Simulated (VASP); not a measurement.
Set up this calculation in VASP 6.6.1, as the native input.

- Task: electric field gradients
- Functional: PBE
- Potentials or basis: VASP PAW PBE potentials, release 64 (Sn_d, O)
- Cutoff: 520 eV
- k mesh: 4 × 4 × 6
- Occupations: fermi-dirac, width 0.03 eV
- Spin: no spin polarisation
- Dipole correction: no
- Further INCAR settings: ALGO = Normal; EDIFF = 1e-08; NBANDS = 35

The structure of SnO2 lies in POSCAR:

```
SnO2
1.0
    4.7687240931      0.0000000000      0.0000000000
    0.0000000000      4.7687240931      0.0000000000
    0.0000000000      0.0000000000      3.2075026017
Sn O
2 4
Direct
    0.0000000000      0.0000000000      0.0000000000
    0.5000000000      0.5000000000      0.5000000000
    0.3056200000      0.3056200000      0.0000000000
    0.1943800000      0.8056200000      0.5000000000
    0.6943800000      0.6943800000      0.0000000000
    0.8056200000      0.1943800000      0.5000000000
```

This cell differs from its parent crystal: volume scaled by 1.02.

One way to write it, as run:

INCAR

```
PREC = Accurate ; ENCUT = 520
EDIFF = 1E-8 ; ISMEAR = -1
SIGMA = 0.03 ; LREAL = False
LASPH = True ; NELM = 100
ALGO = Normal ; ISIF = 2
LWAVE = False ; LCHARG = False
GGA = PE ; LEFG = True
NBANDS = 35
```

KPOINTS

```
Automatic mesh
0
Gamma
  4 4 6
```

Potentials or basis: VASP PAW PBE potentials, release 64 (Sn_d, O).

Run with:

```sh
$ cat potpaw_PBE.64/Sn_d/POTCAR potpaw_PBE.64/O/POTCAR > POTCAR
$ mpirun -np 1 vasp_std > vasp.out
```

It gave:

| Quantity | Value |
| --- | --- |
| Pressure | 7.1 GPa |
| Largest force | 0.016 eV/Å |
| Band gap on the k mesh | 1.01 eV, direct |

Caveat: without QUAD_EFG the Cq values of the log hold for a quadrupole moment of 1 mb, not for the nuclei; spin-orbit coupling is left out, which moves the levels of the heavy elements.

Run time: 45 s on 1 thread of AMD EPYC 7R13 Processor (Zen 3), with other jobs on the host, peak memory 0.17 GiB.
